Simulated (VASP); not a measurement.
Wanted: the native input for a VASP 6.6.1 run.

```yaml
Task: electric field gradients
Functional: PBE
Potentials_or_basis: VASP PAW PBE potentials, release 64 (Li_sv, F)
Cutoff: 520 eV
k_mesh: 16 × 16 × 16
Occupations: fermi-dirac, width 0.03 eV
Spin: no spin polarisation
Dipole_correction: no
Further_INCAR_settings: ALGO = Normal; EDIFF = 1e-08; NBANDS = 12
```

The structure of LiF (zincblende type) lies in POSCAR:

```
LiF
1.0
    0.0000000000      2.1825652598      2.1825652598
    2.1825652598      0.0000000000      2.1825652598
    2.1825652598      2.1825652598      0.0000000000
Li F
1 1
Direct
    0.0000000000      0.0000000000      0.0000000000
    0.2500000000      0.2500000000      0.2500000000
```

One way to write it, as run:

INCAR

```
SYSTEM = LiF
PREC = Accurate
ENCUT = 520
EDIFF = 1E-8
ISMEAR = -1
SIGMA = 0.03
LREAL = .False.
LASPH = .True.
NELM = 100
ALGO = Normal
ISIF = 2
LWAVE = .False.
LCHARG = .False.
GGA = PE
LEFG = .True.
NBANDS = 12
```

KPOINTS

```
regular mesh
0
Gamma
  16 16 16
  0 0 0
```

Potentials or basis: VASP PAW PBE potentials, release 64 (Li_sv, F).

Run with:

```bash
$ cat potpaw_PBE.64/Li_sv/POTCAR potpaw_PBE.64/F/POTCAR > POTCAR
$ mpirun -np 1 vasp_std > vasp.out
```

Results of the run:

The band gap on the k mesh is 7.64 eV, direct.

Caveat: without QUAD_EFG the Cq values of the log hold for a quadrupole moment of 1 mb, not for the nuclei.

Run time: 23 s on 1 thread of Intel(R) Xeon(R) Platinum 8259CL CPU @ 2.50GHz (Skylake/Cascade Lake), on a shared host, peak memory 0.15 GiB.
